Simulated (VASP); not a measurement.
# SrTiO3 (Pm-3m) in VASP: further runs

The runs below take SrTiO3 through single point, relaxation of cell and atoms, with LDA.

Program: VASP 6.6.1. These are calculated values, not measurements. Logs are shortened: lines on timing, memory, paths and dates and some standing lists are left out, and cuts for length are marked.

## 1. The cell of the first run

It takes space group Pm-3m (No. 221, cubic). The conventional cell has a = 3.854 Å, b = 3.854 Å, c = 3.854 Å, α = 90.00°, β = 90.00°, γ = 90.00°. Within 3.6 Å of Sr (site symmetry m-3m) lie 12 O at 2.73 Å and 8 Ti at 3.34 Å. Within 2.6 Å of Ti (site symmetry m-3m) lie 6 O at 1.93 Å. O (site symmetry 4/mmm) has 2 Ti at 1.93 Å within 2.6 Å.

## 2. Single point, LDA

INCAR

```
  ALGO = Normal
  EDIFF = 1E-6
  ENCUT = 600
  GGA = CA
  GGA_COMPAT = False
  ISIF = 2
  ISMEAR = 0
  LASPH = True
  LCHARG = True
  LELF = True
  LREAL = False
  LVHAR = True
  LWAVE = False
  NBANDS = 28
  NELM = 120
  PREC = Accurate
  SIGMA = 0.1
```

KPOINTS

```
k-points
0
Gamma
  6 6 6
```

POSCAR

```
SrTiO3
1.0
    3.8540230005      0.0000000000      0.0000000000
    0.0000000000      3.8540230005      0.0000000000
    0.0000000000      0.0000000000      3.8540230005
Sr Ti O
1 1 3
Direct
    0.0000000000      0.0000000000      0.0000000000
    0.5000000000      0.5000000000      0.5000000000
    0.5000000000      0.0000000000      0.5000000000
    0.5000000000      0.5000000000      0.0000000000
    0.0000000000      0.5000000000      0.5000000000
```

Potentials or basis: VASP PAW LDA potentials, release 64 (Sr_sv, Ti_sv, O).

Started as:

```console
$ cat potpaw_LDA.64/Sr_sv/POTCAR potpaw_LDA.64/Ti_sv/POTCAR potpaw_LDA.64/O/POTCAR > POTCAR
$ mpirun -np 1 vasp_std > vasp.out
```

OUTCAR:

```text
EDIFF = 1E-6
   ENCUT = 600
   GGA = CA
   ISIF = 2
   ISMEAR = 0
   LASPH = True
   LREAL = False
   NELM = 120
   PREC = Accurate

 ion  position               nearest neighbor table
   1  0.000  0.000  0.000-   3 2.73   4 2.73   5 2.73   3 2.73   5 2.73   4 2.73   5 2.73   5 2.73
                             3 2.73   4 2.73   3 2.73   4 2.73   2 3.34   2 3.34   2 3.34   2 3.34
   2  0.500  0.500  0.500-   3 1.93   4 1.93   5 1.93   4 1.93   3 1.93   5 1.93   1 3.34   1 3.34
                             1 3.34   1 3.34   1 3.34   1 3.34   1 3.34   1 3.34
   3  0.500  0.000  0.500-   2 1.93   2 1.93   1 2.73   1 2.73   1 2.73   1 2.73
   4  0.500  0.500  0.000-   2 1.93   2 1.93   1 2.73   1 2.73   1 2.73   1 2.73
   5  0.000  0.500  0.500-   2 1.93   2 1.93   1 2.73   1 2.73   1 2.73   1 2.73

  LATTYP: Found a simple cubic cell.
 ALAT       =     3.8540230005

  Lattice vectors:

 A1 = (   3.8540230005,   0.0000000000,   0.0000000000)
 A2 = (   0.0000000000,   3.8540230005,   0.0000000000)
 A3 = (   0.0000000000,   0.0000000000,   3.8540230005)

Analysis of symmetry for initial positions (statically):
=====================================================================
 Subroutine PRICEL returns:
 Original cell was already a primitive cell.

 Routine SETGRP: Setting up the symmetry group for a
 simple cubic supercell.

 Subroutine GETGRP returns: Found 48 space group operations
 (whereof 48 operations were pure point group operations)
 out of a pool of 48 trial point group operations.

The static configuration has the point symmetry O_h .

Analysis of symmetry for dynamics (positions and initial velocities):
=====================================================================
 Subroutine PRICEL returns:
 Original cell was already a primitive cell.

 Routine SETGRP: Setting up the symmetry group for a
 simple cubic supercell.

 Subroutine GETGRP returns: Found 48 space group operations
 (whereof 48 operations were pure point group operations)
 out of a pool of 48 trial point group operations.

The dynamic configuration has the point symmetry O_h .

 Subroutine INISYM returns: Found 48 space group operations
 (whereof 48 operations are pure point group operations),
 and found     1 'primitive' translations

----------------------------------------------------------------------------------------

                                     Primitive cell

  volume of cell :      57.2457

  direct lattice vectors                    reciprocal lattice vectors
     3.854023000  0.000000000  0.000000000     0.259469131  0.000000000  0.000000000
     0.000000000  3.854023000  0.000000000     0.000000000  0.259469131  0.000000000
     0.000000000  0.000000000  3.854023000     0.000000000  0.000000000  0.259469131

  length of vectors
     3.854023000  3.854023000  3.854023000     0.259469131  0.259469131  0.259469131

  position of ions in fractional coordinates (direct lattice)
     0.000000000  0.000000000  0.000000000
     0.500000000  0.500000000  0.500000000
     0.500000000  0.000000000  0.500000000
     0.500000000  0.500000000  0.000000000
     0.000000000  0.500000000  0.500000000

  ion indices of the primitive-cell ions
   primitive index   ion index
                 1           1
                 2           2
                 3           3
                 4           4
                 5           5

----------------------------------------------------------------------------------------

 KPOINTS: k-points

Automatic generation of k-mesh.
 Grid dimensions read from file:
 generate k-points for:    6    6    6

 Generating k-lattice:

  Cartesian coordinates                     Fractional coordinates (reciprocal lattice)
     0.043244855  0.000000000  0.000000000     0.166666667  0.000000000  0.000000000
     0.000000000  0.043244855  0.000000000     0.000000000  0.166666667  0.000000000
     0.000000000  0.000000000  0.043244855     0.000000000  0.000000000  0.166666667

  Length of vectors
     0.043244855  0.043244855  0.043244855

  Shift w.r.t. Gamma in fractional coordinates (k-lattice)
     0.000000000  0.000000000  0.000000000

 Subroutine IBZKPT returns following result:
 ===========================================

 Found     20 irreducible k-points:

 Following reciprocal coordinates:
            Coordinates               Weight
  0.000000  0.000000  0.000000      1.000000
  0.166667  0.000000  0.000000      6.000000
  0.333333  0.000000  0.000000      6.000000
  0.500000  0.000000  0.000000      3.000000
  0.166667  0.166667  0.000000     12.000000
  0.333333  0.166667  0.000000     24.000000
[... 12 lines left out ...]
  0.500000  0.500000  0.333333      6.000000
  0.500000  0.500000  0.500000      1.000000
   k-points           NKPTS =     20   k-points in BZ     NKDIM =     20   number of bands    NBANDS=     28
   number of dos      NEDOS =    301   number of ions     NIONS =      5
   total plane-waves  NPLWV =  32768
   dimension x,y,z NGX =    32 NGY =   32 NGZ =   32
   dimension x,y,z NGXF=    64 NGYF=   64 NGZF=   64
   ions per type =               1   1   3
   NGX,Y,Z   is equivalent  to a cutoff of  13.80, 13.80, 13.80 a.u.
   NGXF,Y,Z  is equivalent  to a cutoff of  27.61, 27.61, 27.61 a.u.
 SYSTEM =  unknown system
   PREC   = accura    normal or accurate (medium, high low for compatibility)
   ISTART =      0    job   : 0-new  1-cont  2-samecut
   ICHARG =      2    charge: 1-file 2-atom 10-const
   ISPIN  =      1    spin polarized calculation?
   LNONCOLLINEAR =      F non collinear calculations
   LSORBIT =      F    spin-orbit coupling
   LASPH  =      T    aspherical Exc in radial PAW
   ENCUT  =  600.0 eV  44.10 Ry    6.64 a.u.   7.70  7.70  7.70*2*pi/ulx,y,z
   NELM   =    120;   NELMIN=  2; NELMDL= -5     # of ELM steps
   EDIFF  = 0.1E-05   stopping-criterion for ELM
   LREAL  =      F    real-space projection
   EDIFFG = 0.1E-04   stopping-criterion for IOM
   NSW    =      0    number of steps for IOM
   IBRION =     -1    ionic relax: 0-MD 1-quasi-New 2-CG
   NFREE  =      0    steps in history (QN), initial steepest desc. (CG)
   ISIF   =      2    stress and relaxation
   ISYM   =      2    0-nonsym 1-usesym 2-fastsym
   POTIM  = 0.5000    time-step for ionic-motion
   TEBEG  =    0.0;   TEEND  =   0.0 temperature during run
   PSTRESS=    0.0 pullay stress
   NELECT =      40.0000    total number of electrons
   NUPDOWN=      -1.0000    fix difference up-down
   EMIN   =  10.00;   EMAX   =-10.00  energy-range for DOS
   EFERMI =   0.00;   METHOD = LEGACY
   ISMEAR =     0;   SIGMA  =   0.10  broadening in eV -4-tet -1-fermi 0-gaus
   EFERMI_NEDOS =   21; number of points for ismear=-14 and -15
   IALGO  =     38    algorithm
   IMIX   =      4    mixing-type and parameters
     AMIX     =   0.40;   BMIX     =  1.00
     AMIX_MAG =   1.60;   BMIX_MAG =  1.00
  volume/ion in A,a.u.               =      11.45        77.26
  Fermi-wavevector in a.u.,A,eV,Ry     =   1.452715  2.745234 28.713489  2.110382
  Thomas-Fermi vector in A             =   2.570065
   LORBIT       =      0    0 simple, 1 ext, 2 COOP (PROOUT), +10 PAW based schemes
   GGA     = CA    functional components
   LHFCALC =     F    Hartree Fock is set to
   AEXX    =    0.0000 exact exchange contribution
   IVDW    =     0    specifies the selected vdW correction
   LEPSILON=     F    determine dielectric tensor
   LRPA    =     F    only Hartree local field effects (RPA)
 non-spin polarized calculation
 Gauss-broadening in eV      SIGMA  =   0.10
  energy-cutoff  :      600.00
  volume of cell :       57.25
 maximum number of plane-waves:      1936
 NGX is ok and might be reduce to    32
   NGX = 15   NGY = 15   NGZ = 15

 number of electron      39.9999999 magnetization

 Free energy of the ion-electron system (eV)
  ---------------------------------------------------
  ext. energy  EPLUGINS =         0.00000000
  ---------------------------------------------------
  free energy    TOTEN  =       -44.18272534 eV

  energy without entropy =      -44.18272534  energy(sigma->0) =      -44.18272534

 E-fermi :   4.8009     XC(G=0): -12.0016

 val. band max:        4.2100912792   @ k =   0.5000   0.5000   0.5000
 cond. band min:       6.0261461050   @ k =   0.0000   0.0000   0.0000
 fundamental gap:      1.8160548258
 Fermi energy:         4.8009021407

 k-point     1 :       0.0000    0.0000    0.0000
  band No.  band energies     occupation
      1     -51.3578      2.00000
      2     -28.1692      2.00000
      3     -28.0388      2.00000
      4     -28.0388      2.00000
      5     -28.0388      2.00000
      6     -13.0652      2.00000
[... 20 lines left out ...]
     27       9.4790      0.00000
     28      10.5594      0.00000

 k-point     2 :       0.1667    0.0000    0.0000
  band No.  band energies     occupation
      1     -51.3573      2.00000
      2     -28.1984      2.00000
      3     -28.0378      2.00000
      4     -28.0378      2.00000
      5     -28.0239      2.00000
      6     -13.0993      2.00000
[... 20 lines left out ...]
     27       9.9781      0.00000
     28      11.2235      0.00000

 k-point     3 :       0.3333    0.0000    0.0000
  band No.  band energies     occupation
      1     -51.3563      2.00000
      2     -28.2498      2.00000
      3     -28.0359      2.00000
      4     -28.0359      2.00000
      5     -28.0005      2.00000
      6     -13.2667      2.00000
[... 20 lines left out ...]
     27      11.0737      0.00000
     28      12.3717      0.00000

 k-point     4 :       0.5000    0.0000    0.0000
  band No.  band energies     occupation
      1     -51.3558      2.00000
      2     -28.2738      2.00000
      3     -28.0349      2.00000
      4     -28.0349      2.00000
      5     -27.9902      2.00000
      6     -13.3686      2.00000
[... 454 lines left out ...]
     27      12.2936      0.00000
     28      12.7553      0.00000

 k-point    19 :       0.5000    0.5000    0.3333
  band No.  band energies     occupation
      1     -51.3522      2.00000
      2     -28.1204      2.00000
      3     -28.1204      2.00000
      4     -28.0974      2.00000
      5     -28.0961      2.00000
      6     -11.7815      2.00000
[... 20 lines left out ...]
     27      12.4574      0.00000
     28      13.0667      0.00000

 k-point    20 :       0.5000    0.5000    0.5000
  band No.  band energies     occupation
      1     -51.3517      2.00000
      2     -28.1191      2.00000
      3     -28.1191      2.00000
      4     -28.1191      2.00000
      5     -28.0902      2.00000
      6     -11.5601      2.00000
[... 20 lines left out ...]
     27      13.0668      0.00000
     28      13.0668      0.00000

------------------------ aborting loop because EDIFF is reached ----------------------------------------

  FORCE on cell =-STRESS in cart. coord.  units (eV):
  Direction    XX          YY          ZZ          XY          YZ          ZX
  --------------------------------------------------------------------------------------
  -------------------------------------------------------------------------------------
  Total        0.3233147      0.3233147      0.3233147      0.0000000      0.0000000      0.0000000
  in kB        9.0488443      9.0488443      9.0488443      0.0000000      0.0000000      0.0000000
  external PRESSURE =       9.0488443 kB  Pullay stress =       0.0000000 kB

 VOLUME and BASIS-vectors are now :
 -----------------------------------------------------------------------------
  energy-cutoff  :      600.00
  volume of cell :       57.25
      direct lattice vectors                 reciprocal lattice vectors
     3.854023000  0.000000000  0.000000000     0.259469131  0.000000000  0.000000000
     0.000000000  3.854023000  0.000000000     0.000000000  0.259469131  0.000000000
     0.000000000  0.000000000  3.854023000     0.000000000  0.000000000  0.259469131

 POSITION                                       TOTAL-FORCE (eV/Angst)
 -----------------------------------------------------------------------------------
      0.00000      0.00000      0.00000         0.000000      0.000000      0.000000
      1.92701      1.92701      1.92701         0.000000      0.000000      0.000000
      1.92701      0.00000      1.92701         0.000000      0.000000      0.000000
      1.92701      1.92701      0.00000         0.000000      0.000000      0.000000
      0.00000      1.92701      1.92701         0.000000      0.000000      0.000000
 -----------------------------------------------------------------------------------
    total drift:                                0.000000     -0.000000     -0.000000

  FREE ENERGIE OF THE ION-ELECTRON SYSTEM (eV)
  ---------------------------------------------------
  free  energy   TOTEN  =       -44.1827253363 eV

  energy  without entropy=      -44.1827253363  energy(sigma->0) =      -44.18272534
```

Wall time 32 s (1 thread of AMD EPYC 7R13 (Zen 3), shared host); peak memory 0.14 GiB.

Results:

```
Free energy            : -44.1827 eV
Pressure               : 0.9 GPa
Band gap on the k mesh : 1.82 eV (least direct gap 2.15 eV)
```

Levels at points of the mesh, in eV from the valence-band top:
```csv
k point,band 17,band 18,band 19,band 20,band 21,band 22,band 23,band 24
"(0.00, 0.00, 0.00)",-1.26,-0.33,-0.33,-0.33,1.82,1.82,1.82,4.60
"(0.50, 0.00, 0.00)",-2.50,-2.17,-0.73,-0.73,2.01,3.95,3.95,4.65
"(0.50, 0.50, 0.00)",-1.70,-1.62,-1.62,-0.10,3.95,3.95,4.41,5.68
"(0.50, 0.50, 0.50)",-3.89,0.00,0.00,0.00,4.68,4.68,4.68,7.00
```

## 3. Single point, LDA

INCAR

```
PREC = Accurate
ENCUT = 600
EDIFF = 1E-6
ISMEAR = 0
SIGMA = 0.02
LREAL = F
LASPH = T
NELM = 120
ALGO = Normal
ISIF = 2
LWAVE = F
LCHARG = T
LELF = T
LVHAR = T
NBANDS = 28
GGA_COMPAT = F
```

KPOINTS

```
Automatic mesh
0
Gamma
  8 8 8
```

POSCAR is that of step 2.

Potentials or basis: VASP PAW LDA potentials, release 64 (Sr_sv, Ti_sv, O).

Started as:

```console
$ cat potpaw_LDA.64/Sr_sv/POTCAR potpaw_LDA.64/Ti_sv/POTCAR potpaw_LDA.64/O/POTCAR > POTCAR
$ mpirun -np 1 vasp_std > vasp.out
```

It took 55 s on 1 thread of AMD EPYC 7R13 (Zen 3), shared host; peak memory 0.17 GiB.

It converged, with:

| Item | Value |
| --- | --- |
| Free energy | -44.1833 eV |
| Pressure | 0.9 GPa |
| Band gap on the k mesh | 1.82 eV (least direct gap 2.15 eV) |

Levels at points of the mesh, in eV from the valence-band top:
| k point | band 16 | band 17 | band 18 | band 19 | band 20 | band 21 | band 22 | band 23 | band 24 | band 25 |
| --- | --- | --- | --- | --- | --- | --- | --- | --- | --- | --- |
| (0.00, 0.00, 0.00) | -1.26 | -1.26 | -0.33 | -0.33 | -0.33 | 1.82 | 1.82 | 1.82 | 4.61 | 4.61 |
| (0.50, 0.00, 0.00) | -2.50 | -2.50 | -2.17 | -0.73 | -0.73 | 2.02 | 3.95 | 3.95 | 4.65 | 6.97 |
| (0.50, 0.50, 0.00) | -3.08 | -1.70 | -1.62 | -1.62 | -0.10 | 3.96 | 3.96 | 4.41 | 5.68 | 8.01 |
| (0.50, 0.50, 0.50) | -3.89 | -3.89 | 0.00 | 0.00 | 0.00 | 4.68 | 4.68 | 4.68 | 7.00 | 7.00 |

A k mesh can miss the band edges.

(Part 1 of 2 ends here.)
